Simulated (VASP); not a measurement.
# GaN (F-43m) in VASP: notebook

The runs below take GaN through relaxation of cell and atoms, single point, with PBE.

All numbers are computed with VASP 6.6.1; they aren't measurements. Logs are shortened: lines on timing, memory, paths and dates and some standing lists are left out, and cuts for length are marked.

## 1. The cell of the first run

Symmetry: F-43m, No. 216, cubic system. Conventional cell: a = 4.551 Å, b = 4.551 Å, c = 4.551 Å, α = 90.00°, β = 90.00°, γ = 90.00°. Within 2.6 Å of Ga (site symmetry -43m) lie 4 N at 1.97 Å. N (site symmetry -43m) has 4 Ga at 1.97 Å within 2.6 Å.

## 2. Relaxation of cell and atoms, PBE

INCAR reads:

```
SYSTEM = GaN
PREC     = Accurate       ! precision mode
ENCUT    = 600            ! plane-wave cutoff, eV
EDIFF    = 1E-7           ! SCF threshold, eV
ISMEAR   = 0              ! smearing method
SIGMA    = 0.02           ! smearing width, eV
LREAL    = .False.        ! projectors in reciprocal space
LASPH    = .True.         ! aspherical terms in the spheres
NELM     = 120            ! most SCF steps
ALGO     = Normal         ! electronic algorithm
ISIF     = 3              ! what is computed and relaxed
LWAVE    = .False.        ! write WAVECAR
LCHARG   = .False.        ! write CHGCAR
GGA      = PE             ! functional
IBRION   = 2              ! ionic algorithm
NSW      = 80             ! ionic steps
EDIFFG   = -0.01          ! ionic threshold
GGA_COMPAT= .False.      
NELMIN   = 4
```

KPOINTS reads:

```
Automatic mesh
0
Gamma
  10 10 10
  0 0 0
```

POSCAR reads:

```
GaN
1.0
    0.0000000000      2.2754207548      2.2754207548
    2.2754207548      0.0000000000      2.2754207548
    2.2754207548      2.2754207548      0.0000000000
Ga N
1 1
Direct
    0.0000000000      0.0000000000      0.0000000000
    0.2500000000      0.2500000000      0.2500000000
```

Potentials or basis: VASP PAW PBE potentials, release 64 (Ga_d, N).

Command:

```bash
cat potpaw_PBE.64/Ga_d/POTCAR potpaw_PBE.64/N/POTCAR > POTCAR
mpirun -np 1 vasp_std > vasp.out
```

OUTCAR:

```text
SYSTEM = GaN
   PREC = Accurate
   ENCUT = 600
   EDIFF = 1E-7
   ISMEAR = 0
   LREAL = .False.
   LASPH = .True.
   NELM = 120
   ISIF = 3
   GGA = PE
   IBRION = 2
   NSW = 80
   EDIFFG = -0.01
   NELMIN = 4

 ion  position               nearest neighbor table
   1  0.000  0.000  0.000-   2 1.97   2 1.97   2 1.97   2 1.97
   2  0.250  0.250  0.250-   1 1.97   1 1.97   1 1.97   1 1.97

  LATTYP: Found a face centered cubic cell.
 ALAT       =     4.5508415096

  Lattice vectors:

 A1 = (   0.0000000000,   2.2754207548,   2.2754207548)
 A2 = (   2.2754207548,   0.0000000000,   2.2754207548)
 A3 = (   2.2754207548,   2.2754207548,   0.0000000000)

Analysis of symmetry for initial positions (statically):
=====================================================================
 Subroutine PRICEL returns:
 Original cell was already a primitive cell.

 Routine SETGRP: Setting up the symmetry group for a
 face centered cubic supercell.

 Subroutine GETGRP returns: Found 24 space group operations
 (whereof 24 operations were pure point group operations)
 out of a pool of 48 trial point group operations.

The static configuration has the point symmetry T_d .

Analysis of symmetry for dynamics (positions and initial velocities):
=====================================================================
 Subroutine PRICEL returns:
 Original cell was already a primitive cell.

 Routine SETGRP: Setting up the symmetry group for a
 face centered cubic supercell.

 Subroutine GETGRP returns: Found 24 space group operations
 (whereof 24 operations were pure point group operations)
 out of a pool of 48 trial point group operations.

The dynamic configuration has the point symmetry T_d .

 Subroutine INISYM returns: Found 24 space group operations
 (whereof 24 operations are pure point group operations),
 and found     1 'primitive' translations

----------------------------------------------------------------------------------------

                                     Primitive cell

  volume of cell :      23.5622

  direct lattice vectors                    reciprocal lattice vectors
     0.000000000  2.275420755  2.275420755    -0.219739580  0.219739580  0.219739580
     2.275420755  0.000000000  2.275420755     0.219739580 -0.219739580  0.219739580
     2.275420755  2.275420755  0.000000000     0.219739580  0.219739580 -0.219739580

  length of vectors
     3.217930892  3.217930892  3.217930892     0.380600116  0.380600116  0.380600116

  position of ions in fractional coordinates (direct lattice)
     0.000000000  0.000000000  0.000000000
     0.250000000  0.250000000  0.250000000

  ion indices of the primitive-cell ions
   primitive index   ion index
                 1           1
                 2           2

----------------------------------------------------------------------------------------

 KPOINTS: Automatic mesh

Automatic generation of k-mesh.
 Grid dimensions read from file:
 generate k-points for:   10   10   10

 Generating k-lattice:

  Cartesian coordinates                     Fractional coordinates (reciprocal lattice)
    -0.021973958  0.021973958  0.021973958     0.100000000  0.000000000  0.000000000
     0.021973958 -0.021973958  0.021973958     0.000000000  0.100000000  0.000000000
     0.021973958  0.021973958 -0.021973958     0.000000000  0.000000000  0.100000000

  Length of vectors
     0.038060012  0.038060012  0.038060012

  Shift w.r.t. Gamma in fractional coordinates (k-lattice)
     0.000000000  0.000000000  0.000000000

 Subroutine IBZKPT returns following result:
 ===========================================

 Found     47 irreducible k-points:

 Following reciprocal coordinates:
            Coordinates               Weight
  0.000000  0.000000  0.000000      1.000000
  0.100000  0.000000  0.000000      8.000000
  0.200000  0.000000  0.000000      8.000000
  0.300000  0.000000  0.000000      8.000000
  0.400000  0.000000  0.000000      8.000000
  0.500000  0.000000  0.000000      4.000000
[... 16 lines left out ...]
  0.300000  0.300000  0.000000      6.000000
  0.400000  0.300000  0.000000     24.000000
 [... further k-points ...]
   k-points           NKPTS =     47   k-points in BZ     NKDIM =     47   number of bands    NBANDS=     13
   number of dos      NEDOS =    301   number of ions     NIONS =      2
   total plane-waves  NPLWV =  21952
   dimension x,y,z NGX =    28 NGY =   28 NGZ =   28
   dimension x,y,z NGXF=    56 NGYF=   56 NGZF=   56
   ions per type =               1   1
   NGX,Y,Z   is equivalent  to a cutoff of  14.47, 14.47, 14.47 a.u.
   NGXF,Y,Z  is equivalent  to a cutoff of  28.93, 28.93, 28.93 a.u.
 SYSTEM =  GaN
   PREC   = accura    normal or accurate (medium, high low for compatibility)
   ISTART =      0    job   : 0-new  1-cont  2-samecut
   ICHARG =      2    charge: 1-file 2-atom 10-const
   ISPIN  =      1    spin polarized calculation?
   LNONCOLLINEAR =      F non collinear calculations
   LSORBIT =      F    spin-orbit coupling
   LASPH  =      T    aspherical Exc in radial PAW
   ENCUT  =  600.0 eV  44.10 Ry    6.64 a.u.   6.43  6.43  6.43*2*pi/ulx,y,z
   NELM   =    120;   NELMIN=  4; NELMDL= -5     # of ELM steps
   EDIFF  = 0.1E-06   stopping-criterion for ELM
   LREAL  =      F    real-space projection
   EDIFFG = -.1E-01   stopping-criterion for IOM
   NSW    =     80    number of steps for IOM
   IBRION =      2    ionic relax: 0-MD 1-quasi-New 2-CG
   NFREE  =      1    steps in history (QN), initial steepest desc. (CG)
   ISIF   =      3    stress and relaxation
   ISYM   =      2    0-nonsym 1-usesym 2-fastsym
   POTIM  = 0.5000    time-step for ionic-motion
   TEBEG  =    0.0;   TEEND  =   0.0 temperature during run
   PSTRESS=    0.0 pullay stress
   NELECT =      18.0000    total number of electrons
   NUPDOWN=      -1.0000    fix difference up-down
   EMIN   =  10.00;   EMAX   =-10.00  energy-range for DOS
   EFERMI =   0.00;   METHOD = LEGACY
   ISMEAR =     0;   SIGMA  =   0.02  broadening in eV -4-tet -1-fermi 0-gaus
   EFERMI_NEDOS =   21; number of points for ismear=-14 and -15
   IALGO  =     38    algorithm
   IMIX   =      4    mixing-type and parameters
     AMIX     =   0.40;   BMIX     =  1.00
     AMIX_MAG =   1.60;   BMIX_MAG =  1.00
  volume/ion in A,a.u.               =      11.78        79.50
  Fermi-wavevector in a.u.,A,eV,Ry     =   1.496559  2.828087 30.472832  2.239690
  Thomas-Fermi vector in A             =   2.608560
   LORBIT       =      0    0 simple, 1 ext, 2 COOP (PROOUT), +10 PAW based schemes
   GGA     = PE    functional components
   LHFCALC =     F    Hartree Fock is set to
   AEXX    =    0.0000 exact exchange contribution
   IVDW    =     0    specifies the selected vdW correction
   LEPSILON=     F    determine dielectric tensor
   LRPA    =     F    only Hartree local field effects (RPA)
 conjugate gradient relaxation of ions
 non-spin polarized calculation
 Gauss-broadening in eV      SIGMA  =   0.02
  energy-cutoff  :      600.00
  volume of cell :       23.56
 maximum number of plane-waves:       801
 NGX is ok and might be reduce to    28
   NGX = 13   NGY = 13   NGZ = 13

--------------------------------------- Ionic step        1  -------------------------------------------

 number of electron      18.0000002 magnetization

 Free energy of the ion-electron system (eV)
  ---------------------------------------------------
  ext. energy  EPLUGINS =         0.00000000
  ---------------------------------------------------
  free energy    TOTEN  =       -12.15504795 eV

  energy without entropy =      -12.15504795  energy(sigma->0) =      -12.15504795

------------------------ aborting loop because EDIFF is reached ----------------------------------------

  FORCE on cell =-STRESS in cart. coord.  units (eV):
  Direction    XX          YY          ZZ          XY          YZ          ZX
  --------------------------------------------------------------------------------------
  -------------------------------------------------------------------------------------
  Total       -0.0478455     -0.0478455     -0.0478455      0.0000000     -0.0000000      0.0000000
  in kB       -3.2533956     -3.2533956     -3.2533956      0.0000000     -0.0000000      0.0000000
  external PRESSURE =      -3.2533956 kB  Pullay stress =       0.0000000 kB
[... 57 lines left out ...]
  energy  without entropy=      -12.1550639850  energy(sigma->0) =      -12.15506398

--------------------------------------- Ionic step        3  -------------------------------------------

 number of electron      18.0000002 magnetization

 Free energy of the ion-electron system (eV)
  ---------------------------------------------------
  ext. energy  EPLUGINS =         0.00000000
  ---------------------------------------------------
  free energy    TOTEN  =       -12.15509384 eV

  energy without entropy =      -12.15509384  energy(sigma->0) =      -12.15509384

 E-fermi :   5.1678     XC(G=0): -11.5229

 val. band max:        4.9911471604   @ k =   0.0000   0.0000   0.0000
 cond. band min:       6.5409399864   @ k =   0.0000   0.0000   0.0000
 fundamental gap:      1.5497928260
 Fermi energy:         5.1678282516

 k-point     1 :       0.0000    0.0000    0.0000
  band No.  band energies     occupation
      1     -10.7157      2.00000
      2      -8.4319      2.00000
      3      -8.4319      2.00000
      4      -8.4319      2.00000
      5      -8.1387      2.00000
      6      -8.1387      2.00000
      7       4.9911      2.00000
      8       4.9911      2.00000
      9       4.9911      2.00000
     10       6.5409      0.00000
     11      15.1235      0.00000
     12      15.1235      0.00000
     13      15.1235      0.00000
[... 353 lines left out ...]
 k-point    24 :       0.4000    0.3000    0.0000
  band No.  band energies     occupation
      1      -9.8368      2.00000
      2      -8.3080      2.00000
      3      -8.2252      2.00000
      4      -8.2251      2.00000
      5      -8.0827      2.00000
      6      -7.1822      2.00000
      7       0.0307      2.00000
      8       2.6017      2.00000
      9       2.9160      2.00000
     10       9.4066      0.00000
     11      11.9394      0.00000
     12      15.6644      0.00000
     13      17.6103      0.00000

 [... further k-points ...]
[... 5 lines left out ...]
  --------------------------------------------------------------------------------------
  -------------------------------------------------------------------------------------
  Total       -0.0016763     -0.0016763     -0.0016763     -0.0000000      0.0000000      0.0000000
  in kB       -0.1142109     -0.1142109     -0.1142109     -0.0000000      0.0000000      0.0000000
  external PRESSURE =      -0.1142109 kB  Pullay stress =       0.0000000 kB
[... 17 lines left out ...]
  FREE ENERGIE OF THE ION-ELECTRON SYSTEM (eV)
  ---------------------------------------------------
  free  energy   TOTEN  =       -12.1550938378 eV

  energy  without entropy=      -12.1550938378  energy(sigma->0) =      -12.15509384

 reached required accuracy - stopping structural energy minimisation
```

Run time: 82 s. Hardware: 1 thread of Intel Xeon 8259CL, shared host; peak memory 0.17 GiB.

Results:

```
Free energy                            : -12.1551 eV
Relaxed volume                         : 11.76 Å³/atom
Relaxed cell                           : a = 3.216 Å, b = 3.216 Å, c = 3.216 Å, α = 60.00°, β = 60.00°, γ = 60.00°
Space group after relaxing (to 0.05 Å) : F-43m (No. 216)
Energy gained by relaxing              : 0.0 meV/atom
Ionic steps                            : 3
Pressure after relaxing                : 0.0 GPa
Band gap on the k mesh                 : 1.55 eV, direct
```

Final structure:
```cif
data_structure
_symmetry_space_group_name_H-M 'P 1'
_symmetry_Int_Tables_number 1
_cell_length_a 3.2158
_cell_length_b 3.2158
_cell_length_c 3.2158
_cell_angle_alpha 60.000
_cell_angle_beta 60.000
_cell_angle_gamma 60.000
_cell_volume 23.52
loop_
_atom_site_label
_atom_site_type_symbol
_atom_site_fract_x
_atom_site_fract_y
_atom_site_fract_z
_atom_site_occupancy
Ga1 Ga 0.00000 0.00000 0.00000 1
N1 N 0.25000 0.25000 0.25000 1
```

Expect the measured gap to be larger: semilocal functionals such as PBE lack the derivative discontinuity.

## 3. Single point, PBE

INCAR reads:

```
SYSTEM = GaN
PREC = Accurate
ENCUT = 600
EDIFF = 1E-6
ISMEAR = 0
SIGMA = 0.1
LREAL = .False.
LASPH = .True.
NELM = 120
ALGO = Normal
ISIF = 2
LWAVE = .False.
LCHARG = .False.
GGA = PE
NBANDS = 16
GGA_COMPAT = .False.
```

KPOINTS reads:

```
regular mesh
0
Gamma
  6 6 6
  0 0 0
```

POSCAR is that of step 2.

Potentials or basis: VASP PAW PBE potentials, release 64 (Ga_d, N).

Command:

```bash
cat potpaw_PBE.64/Ga_d/POTCAR potpaw_PBE.64/N/POTCAR > POTCAR
mpirun -np 1 vasp_std > vasp.out
```

It took 11 s on 1 thread of Intel Xeon Platinum 8375C at 2.90GHz (Ice Lake), shared host; peak memory 0.16 GiB.

Results (log left out):

```yaml
Free_energy: -12.1503 eV
Pressure: -0.4 GPa
Band_gap_on_the_k_mesh: 1.53 eV, direct
```

Levels at points of the mesh, in eV from the valence-band top:
```
           k point  band 6  band 7  band 8  band 9  band 10  band 11  band 12  band 13
(0.00, 0.00, 0.00)  -13.14    0.00    0.00    0.00     1.53    10.12    10.12    10.12
(0.50, 0.00, 0.00)  -11.89   -6.85   -0.93   -0.93     4.44     8.58    10.21    10.21
(0.50, 0.50, 0.00)  -11.46   -6.01   -2.60   -2.60     3.34     6.48    11.51    13.65
```

PBE gaps usually lie below the measured ones, often by a third to a half.
